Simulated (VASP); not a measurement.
# P (R-3m) in VASP: further runs

The runs below take P through single point, with PBEsol.

Everything below comes from runs of VASP 6.6.1. Logs are shortened: lines on timing, memory, paths and dates and some standing lists are left out, and cuts for length are marked.

## (1) The cell of the first run

It takes space group R-3m (No. 166, trigonal). The conventional cell has a = 3.428 Å, b = 3.428 Å, c = 9.326 Å, α = 90.00°, β = 90.00°, γ = 120.00°. P (site symmetry 3m) has 6 P at 2.28 to 2.80 Å within 3.0 Å.

## (2) Single point, PBEsol

INCAR

```
  PREC = Accurate
  ENCUT = 520
  EDIFF = 1E-6
  ISMEAR = -1
  SIGMA = 0.05
  LREAL = F
  LASPH = T
  NELM = 60
  ALGO = Normal
  ISIF = 2
  LWAVE = F
  LCHARG = F
  GGA = PS
  NBANDS = 12
```

KPOINTS

```
regular mesh
0
Gamma
  9 9 9
```

POSCAR

```
P
1.0
    1.7141427808      0.9896607960      3.1086748154
   -1.7141427808      0.9896607960      3.1086748154
    0.0000000000     -1.9793215919      3.1086748154
P
2
Direct
    0.7729197500      0.7729197500      0.7729197500
    0.2270802500      0.2270802500      0.2270802500
```

Potentials or basis: VASP PAW PBE potentials, release 64 (P).

Launch:

```console
cat potpaw_PBE.64/P/POTCAR > POTCAR
mpirun -np 1 vasp_std > vasp.out
```

OUTCAR:

```text
PREC = Accurate
   ENCUT = 520
   EDIFF = 1E-6
   ISMEAR = -1
   LREAL = F
   LASPH = T
   NELM = 60
   ISIF = 2
   GGA = PS

 ion  position               nearest neighbor table
   1  0.773  0.773  0.773-   2 2.28   2 2.28   2 2.28   2 2.80   2 2.80   2 2.80
   2  0.227  0.227  0.227-   1 2.28   1 2.28   1 2.28   1 2.80   1 2.80   1 2.80

  LATTYP: Found a trigonal (rhomboedric) cell.
 ALAT       =     3.6853185849
 COS(alpha) =     0.5673129383

  Lattice vectors:

 A1 = (   1.7141427808,   0.9896607960,   3.1086748154)
 A2 = (  -1.7141427808,   0.9896607960,   3.1086748154)
 A3 = (   0.0000000000,  -1.9793215919,   3.1086748154)

Analysis of symmetry for initial positions (statically):
=====================================================================
 Subroutine PRICEL returns:
 Original cell was already a primitive cell.

 Routine SETGRP: Setting up the symmetry group for a
 trigonal (rhombohedral) supercell.

 Subroutine GETGRP returns: Found 12 space group operations
 (whereof 12 operations were pure point group operations)
 out of a pool of 12 trial point group operations.

The static configuration has the point symmetry D_3d.

Analysis of symmetry for dynamics (positions and initial velocities):
=====================================================================
 Subroutine PRICEL returns:
 Original cell was already a primitive cell.

 Routine SETGRP: Setting up the symmetry group for a
 trigonal (rhombohedral) supercell.

 Subroutine GETGRP returns: Found 12 space group operations
 (whereof 12 operations were pure point group operations)
 out of a pool of 12 trial point group operations.

The dynamic configuration has the point symmetry D_3d.

 Subroutine INISYM returns: Found 12 space group operations
 (whereof 12 operations are pure point group operations),
 and found     1 'primitive' translations

----------------------------------------------------------------------------------------

                                     Primitive cell

  volume of cell :      31.6417

  direct lattice vectors                    reciprocal lattice vectors
     1.714142781  0.989660796  3.108674815     0.291690987  0.168407870  0.107226826
    -1.714142781  0.989660796  3.108674815    -0.291690987  0.168407870  0.107226826
     0.000000000 -1.979321592  3.108674815     0.000000000 -0.336815740  0.107226826

  length of vectors
     3.685318585  3.685318585  3.685318585     0.353471972  0.353471972  0.353471972

  position of ions in fractional coordinates (direct lattice)
     0.772919750  0.772919750  0.772919750
     0.227080250  0.227080250  0.227080250

  ion indices of the primitive-cell ions
   primitive index   ion index
                 1           1
                 2           2

----------------------------------------------------------------------------------------

 KPOINTS: regular mesh

Automatic generation of k-mesh.
 Grid dimensions read from file:
 generate k-points for:    9    9    9

 Generating k-lattice:

  Cartesian coordinates                     Fractional coordinates (reciprocal lattice)
     0.032410110  0.018711986  0.011914092     0.111111111 -0.000000000  0.000000000
    -0.032410110  0.018711986  0.011914092    -0.000000000  0.111111111  0.000000000
     0.000000000 -0.037423971  0.011914092     0.000000000  0.000000000  0.111111111

  Length of vectors
     0.039274664  0.039274664  0.039274664

  Shift w.r.t. Gamma in fractional coordinates (k-lattice)
     0.000000000  0.000000000  0.000000000

 Subroutine IBZKPT returns following result:
 ===========================================

 Found     85 irreducible k-points:

 Following reciprocal coordinates:
            Coordinates               Weight
  0.000000  0.000000  0.000000      1.000000
  0.111111  0.000000 -0.000000      6.000000
  0.222222  0.000000 -0.000000      6.000000
  0.333333 -0.000000  0.000000      6.000000
  0.444444  0.000000 -0.000000      6.000000
  0.111111  0.111111  0.000000      6.000000
[... 16 lines left out ...]
 -0.333333  0.333333  0.000000      6.000000
  0.444444  0.444444 -0.000000      6.000000
 [... further k-points ...]
   k-points           NKPTS =     85   k-points in BZ     NKDIM =     85   number of bands    NBANDS=     12
   number of dos      NEDOS =    301   number of ions     NIONS =      2
   total plane-waves  NPLWV =  21952
   dimension x,y,z NGX =    28 NGY =   28 NGZ =   28
   dimension x,y,z NGXF=    56 NGYF=   56 NGZF=   56
   ions per type =               2
   NGX,Y,Z   is equivalent  to a cutoff of  12.63, 12.63, 12.63 a.u.
   NGXF,Y,Z  is equivalent  to a cutoff of  25.26, 25.26, 25.26 a.u.
 SYSTEM =  unknown system
   PREC   = accura    normal or accurate (medium, high low for compatibility)
   ISTART =      0    job   : 0-new  1-cont  2-samecut
   ICHARG =      2    charge: 1-file 2-atom 10-const
   ISPIN  =      1    spin polarized calculation?
   LNONCOLLINEAR =      F non collinear calculations
   LSORBIT =      F    spin-orbit coupling
   LASPH  =      T    aspherical Exc in radial PAW
   ENCUT  =  520.0 eV  38.22 Ry    6.18 a.u.   6.85  6.85  6.85*2*pi/ulx,y,z
   NELM   =     60;   NELMIN=  2; NELMDL= -5     # of ELM steps
   EDIFF  = 0.1E-05   stopping-criterion for ELM
   LREAL  =      F    real-space projection
   EDIFFG = 0.1E-04   stopping-criterion for IOM
   NSW    =      0    number of steps for IOM
   IBRION =     -1    ionic relax: 0-MD 1-quasi-New 2-CG
   NFREE  =      0    steps in history (QN), initial steepest desc. (CG)
   ISIF   =      2    stress and relaxation
   ISYM   =      2    0-nonsym 1-usesym 2-fastsym
   POTIM  = 0.5000    time-step for ionic-motion
   TEBEG  =    0.0;   TEEND  =   0.0 temperature during run
   PSTRESS=    0.0 pullay stress
   NELECT =      10.0000    total number of electrons
   NUPDOWN=      -1.0000    fix difference up-down
   EMIN   =  10.00;   EMAX   =-10.00  energy-range for DOS
   EFERMI =   0.00;   METHOD = LEGACY
   ISMEAR =    -1;   SIGMA  =   0.05  broadening in eV -4-tet -1-fermi 0-gaus
   EFERMI_NEDOS =   21; number of points for ismear=-14 and -15
   IALGO  =     38    algorithm
   IMIX   =      4    mixing-type and parameters
     AMIX     =   0.40;   BMIX     =  1.00
     AMIX_MAG =   1.60;   BMIX_MAG =  1.00
  volume/ion in A,a.u.               =      15.82       106.76
  Fermi-wavevector in a.u.,A,eV,Ry     =   1.115120  2.107271 16.918738  1.243492
  Thomas-Fermi vector in A             =   2.251721
   LORBIT       =      0    0 simple, 1 ext, 2 COOP (PROOUT), +10 PAW based schemes
   GGA     = PS    functional components
   LHFCALC =     F    Hartree Fock is set to
   AEXX    =    0.0000 exact exchange contribution
   IVDW    =     0    specifies the selected vdW correction
   LEPSILON=     F    determine dielectric tensor
   LRPA    =     F    only Hartree local field effects (RPA)
 non-spin polarized calculation
  energy-cutoff  :      520.00
  volume of cell :       31.64
 maximum number of plane-waves:       867
   NGX = 13   NGY = 13   NGZ = 13

 number of electron      10.0000000 magnetization

 Free energy of the ion-electron system (eV)
  ---------------------------------------------------
  ext. energy  EPLUGINS =         0.00000000
  ---------------------------------------------------
  free energy    TOTEN  =       -11.56621271 eV

  energy without entropy =      -11.56411580  energy(sigma->0) =      -11.56516425

 E-fermi :   9.1846     XC(G=0): -10.9591

 val. band max:        9.1278516755   @ k =   0.4444   0.4444  -0.0000
 cond. band min:       9.2662548154   @ k =  -0.3333   0.1111   0.0000
 fundamental gap:      0.1384031399
 Fermi energy:         9.1845662137

 k-point     1 :       0.0000    0.0000    0.0000
  band No.  band energies     occupation
      1      -7.5443      2.00000
      2       5.7408      2.00000
      3       5.9844      2.00000
      4       6.2737      2.00000
      5       6.2737      2.00000
      6      10.5127      0.00000
      7      11.8297      0.00000
      8      11.8297      0.00000
      9      14.9653      0.00000
     10      14.9653      0.00000
     11      16.3105      0.00000
     12      16.3147      0.00000

 k-point     2 :       0.1111    0.0000   -0.0000
  band No.  band energies     occupation
      1      -7.3404      2.00000
      2       4.0966      2.00000
      3       5.8949      2.00000
      4       6.1115      2.00000
      5       7.1011      2.00000
      6      10.9744      0.00000
      7      11.7876      0.00000
      8      11.8710      0.00000
      9      13.8284      0.00000
     10      14.3219      0.00000
     11      15.0962      0.00000
     12      17.9218      0.00000

 k-point     3 :       0.2222    0.0000   -0.0000
  band No.  band energies     occupation
      1      -6.7331      2.00000
      2       1.8417      2.00000
      3       5.6827      2.00000
      4       5.7713      2.00000
      5       7.7761      2.00000
      6      10.6177      0.00000
      7      11.0758      0.00000
      8      11.2305      0.00000
      9      14.4063      0.00000
     10      14.8857      0.00000
     11      15.0753      0.00000
     12      20.4844      0.00000
[... 286 lines left out ...]
 k-point    23 :      -0.3333    0.3333    0.0000
  band No.  band energies     occupation
      1      -2.8812      2.00000
      2      -2.4579      2.00000
      3       1.3370      2.00000
      4       4.8302      2.00000
      5       5.3104      2.00000
      6      11.6003      0.00000
      7      12.4924      0.00000
      8      14.8091      0.00000
      9      15.6715      0.00000
     10      16.4794      0.00000
     11      18.9612      0.00000
     12      22.1664      0.00000

 k-point    24 :       0.4444    0.4444   -0.0000
  band No.  band energies     occupation
      1      -4.0373      2.00000
      2      -0.6516      2.00000
      3       2.3827      2.00000
      4       3.7236      2.00000
      5       3.8010      2.00000
      6       9.1279      1.51326
      7      15.3447      0.00000
      8      16.6274      0.00000
      9      17.2549      0.00000
     10      18.0719      0.00000
     11      21.9332      0.00000
     12      22.0478      0.00000

 [... further k-points ...]
[... 5 lines left out ...]
  --------------------------------------------------------------------------------------
  -------------------------------------------------------------------------------------
  Total        0.1570338      0.1570338     -0.2860304      0.0000000     -0.0000000      0.0000000
  in kB        7.9514021      7.9514021    -14.4831453      0.0000000     -0.0000000      0.0000000
  external PRESSURE =       0.4732197 kB  Pullay stress =       0.0000000 kB

 VOLUME and BASIS-vectors are now :
 -----------------------------------------------------------------------------
  energy-cutoff  :      520.00
  volume of cell :       31.64
      direct lattice vectors                 reciprocal lattice vectors
     1.714142781  0.989660796  3.108674815     0.291690987  0.168407870  0.107226826
    -1.714142781  0.989660796  3.108674815    -0.291690987  0.168407870  0.107226826
     0.000000000 -1.979321592  3.108674815     0.000000000 -0.336815740  0.107226826

 POSITION                                       TOTAL-FORCE (eV/Angst)
 -----------------------------------------------------------------------------------
      0.00000      0.00000      7.20827         0.000000     -0.000000     -0.360335
      0.00000      0.00000      2.11776         0.000000      0.000000      0.360335
 -----------------------------------------------------------------------------------
    total drift:                                0.000000     -0.000000     -0.000000

  FREE ENERGIE OF THE ION-ELECTRON SYSTEM (eV)
  ---------------------------------------------------
  free  energy   TOTEN  =       -11.5662127074 eV

  energy  without entropy=      -11.5641157975  energy(sigma->0) =      -11.56516425
```

Wall time 16 s (1 thread of Intel Xeon 6975P-C (Granite Rapids), shared host); peak memory 0.16 GiB.

What came out:

```
Free energy            : -11.5662 eV
Pressure               : 0.0 GPa
Largest force          : 0.360 eV/Å
Band gap on the k mesh : zero (band 5 reaches 9.78 eV, above the bottom of band 6 at 9.01 eV)
```

Forces on the atoms (eV/Å):
```
P    0.000  0.000 -0.360
P    0.000  0.000  0.360
```

Caveat: the PAW data sets were made with another functional, which shifts forces and pressure a little.

## (3) Single point, PBEsol

This run uses another cell than the first one, of 16.14 Å³/atom, 1.020 times its volume.

INCAR

```
PREC = Accurate ; ENCUT = 520
EDIFF = 1E-6 ; ISMEAR = -1
SIGMA = 0.05 ; LREAL = False
LASPH = True ; NELM = 60
ALGO = Normal ; ISIF = 2
LWAVE = False ; LCHARG = False
GGA = PS ; NBANDS = 12
```

KPOINTS is that of step 2.

POSCAR

```
P
1.0
    1.7257251780      0.9963478961      3.1296800121
   -1.7257251780      0.9963478961      3.1296800121
    0.0000000000     -1.9926957921      3.1296800121
P
2
Direct
    0.7729197500      0.7729197500      0.7729197500
    0.2270802500      0.2270802500      0.2270802500
```

Potentials or basis: VASP PAW PBE potentials, release 64 (P).

Launch:

```console
cat potpaw_PBE.64/P/POTCAR > POTCAR
mpirun -np 1 vasp_std > vasp.out
```

Wall time 15 s (1 thread of Intel Xeon 6975P-C (Granite Rapids), shared host); peak memory 0.16 GiB.

The run converged. Its results:

```yaml
Free_energy: -11.5627 eV
Pressure: -1.8 GPa
Largest_force: 0.242 eV/Å
Band_gap_on_the_k_mesh: zero (band 5 reaches 9.47 eV, above the bottom of band 6 at 8.73 eV)
```

Forces in eV/Å, atoms in the order of the input:
```
P    0.000  0.000 -0.242
P    0.000  0.000  0.242
```

Stress tensor (GPa, compression positive):
```
-1.25  0.00  0.00
 0.00 -1.25  0.00
 0.00  0.00 -2.82
```

Levels at points of the mesh, in eV from the Fermi level:
```csv
k point,band 3,band 4,band 5,band 6,band 7,band 8
"(0.00, 0.00, 0.00)",-3.17,-2.90,-2.90,1.28,2.60,2.60
```

Caveat: the PAW data sets were made with another functional, which shifts forces and pressure a little.

## (4) Single point, PBEsol

This run uses another cell than the first one, of 16.14 Å³/atom, 1.020 times its volume.

INCAR

```
SYSTEM = P
  PREC = Accurate
  ENCUT = 520
  EDIFF = 1E-7
  ISMEAR = -1
  SIGMA = 0.05
  LREAL = .FALSE.
  LASPH = .TRUE.
  NELM = 80
  ALGO = Normal
  ISIF = 2
  LWAVE = .FALSE.
  LCHARG = .FALSE.
  GGA = PS
  NBANDS = 12
```

KPOINTS

```
Automatic mesh
0
G
  9 9 9
  0 0 0
```

POSCAR is that of step 3.

Potentials or basis: VASP PAW PBE potentials, release 64 (P).

Launch:

```console
cat potpaw_PBE.64/P/POTCAR > POTCAR
mpirun -np 1 vasp_std > vasp.out
```

OUTCAR:

```text
SYSTEM = P
   PREC = Accurate
   ENCUT = 520
   EDIFF = 1E-7
   ISMEAR = -1
   LREAL = .FALSE.
   LASPH = .TRUE.
   NELM = 80
   ISIF = 2
   GGA = PS

 ion  position               nearest neighbor table
   1  0.773  0.773  0.773-   2 2.29   2 2.29   2 2.29   2 2.82   2 2.82   2 2.82
   2  0.227  0.227  0.227-   1 2.29   1 2.29   1 2.29   1 2.82   1 2.82   1 2.82

  LATTYP: Found a trigonal (rhomboedric) cell.
 ALAT       =     3.7102201415
 COS(alpha) =     0.5673129383

  Lattice vectors:

 A1 = (   1.7257251780,   0.9963478961,   3.1296800121)
[... 536 lines left out ...]
      7      14.9251      0.00000
      8      16.2138      0.00000
      9      16.7783      0.00000
     10      17.7883      0.00000
     11      21.5681      0.00000
     12      21.6271      0.00000

 [... further k-points ...]
[... 5 lines left out ...]
  --------------------------------------------------------------------------------------
  -------------------------------------------------------------------------------------
  Total       -0.2538162     -0.2538162     -0.5695726      0.0000000     -0.0000000      0.0000000
  in kB      -12.5949389    -12.5949389    -28.2634925      0.0000000     -0.0000000      0.0000000
  external PRESSURE =     -17.8177901 kB  Pullay stress =       0.0000000 kB

 VOLUME and BASIS-vectors are now :
 -----------------------------------------------------------------------------
  energy-cutoff  :      520.00
  volume of cell :       32.29
      direct lattice vectors                 reciprocal lattice vectors
     1.725725178  0.996347896  3.129680012     0.289733271  0.167277582  0.106507161
    -1.725725178  0.996347896  3.129680012    -0.289733271  0.167277582  0.106507161
     0.000000000 -1.992695792  3.129680012     0.000000000 -0.334555164  0.106507161

 POSITION                                       TOTAL-FORCE (eV/Angst)
 -----------------------------------------------------------------------------------
      0.00000      0.00000      7.25697         0.000000     -0.000000     -0.241812
      0.00000      0.00000      2.13207         0.000000      0.000000      0.241812
 -----------------------------------------------------------------------------------
    total drift:                                0.000000     -0.000000     -0.000000

  FREE ENERGIE OF THE ION-ELECTRON SYSTEM (eV)
  ---------------------------------------------------
  free  energy   TOTEN  =       -11.5627342056 eV

  energy  without entropy=      -11.5602617958  energy(sigma->0) =      -11.56149800
```

OSZICAR:

```text
N       E                     dE             d eps       ncg     rms          rms(c)
DAV:   1     0.211031507947E+02    0.21103E+02   -0.44502E+03  2048   0.715E+02
DAV:   2    -0.103450315026E+02   -0.31448E+02   -0.29968E+02  2808   0.116E+02
DAV:   3    -0.116056686145E+02   -0.12606E+01   -0.12498E+01  2632   0.215E+01
DAV:   4    -0.116138509577E+02   -0.81823E-02   -0.81797E-02  2440   0.207E+00
DAV:   5    -0.116139142367E+02   -0.63279E-04   -0.63277E-04  2728   0.177E-01    0.682E+00
DAV:   6    -0.115804204371E+02    0.33494E-01   -0.81358E-03  2400   0.519E-01    0.403E+00
DAV:   7    -0.115626739139E+02    0.17747E-01   -0.16644E-02  2412   0.785E-01    0.795E-02
DAV:   8    -0.115627190756E+02   -0.45162E-04   -0.12586E-03  2384   0.237E-01    0.546E-02
DAV:   9    -0.115627294675E+02   -0.10392E-04   -0.41612E-05  2596   0.434E-02    0.330E-02
DAV:  10    -0.115627339128E+02   -0.44453E-05   -0.47209E-06  2416   0.137E-02    0.488E-03
DAV:  11    -0.115627341223E+02   -0.20941E-06   -0.33011E-07  2576   0.393E-03    0.218E-03
DAV:  12    -0.115627342056E+02   -0.83387E-07   -0.66874E-08  1384   0.135E-03
   1 F= -.11562734E+02 E0= -.11561498E+02  d E =-.247241E-02
```

stdout:

```text
POSCAR found type information on POSCAR P
 POSCAR found :  1 types and       2 ions
 scaLAPACK will be used
 -----------------------------------------------------------------------------
|                                                                             |
|                                                                             |
|     You enforced a specific xc type in the INCAR file but a different       |
|     I HOPE YOU KNOW WHAT YOU ARE DOING!                                     |
|                                                                             |
 -----------------------------------------------------------------------------

 LDA part: xc-table for (Slater+PW92), standard interpolation
 POSCAR, INCAR and KPOINTS ok, starting setup
 FFT: planning ... GRIDC
 FFT: planning ... GRID_SOFT
 FFT: planning ... GRID
 WAVECAR not read
 entering main loop
```

Wall time 14 s (1 thread of Intel Xeon 6975P-C (Granite Rapids), shared host); peak memory 0.16 GiB.

What came out:

| Property | Result |
| --- | --- |
| Free energy | -11.5627 eV |
| Pressure | -1.8 GPa |
| Largest force | 0.242 eV/Å |
| Band gap on the k mesh | zero (band 5 reaches 9.47 eV, above the bottom of band 6 at 8.73 eV) |

Forces in eV/Å, atoms in the order of the input:
```
P    0.000  0.000 -0.242
P    0.000  0.000  0.242
```

Stress tensor (GPa, compression positive):
```
-1.26  0.00  0.00
 0.00 -1.26  0.00
 0.00  0.00 -2.83
```

Levels at points of the mesh, in eV from the Fermi level:
```
           k point  band 2  band 3  band 4  band 5  band 6  band 7  band 8  band 9
(0.00, 0.00, 0.00)   -3.61   -3.17   -2.90   -2.90    1.28    2.60    2.60    5.75
```

Caveat: the PAW data sets were made with another functional, which shifts forces and pressure a little.
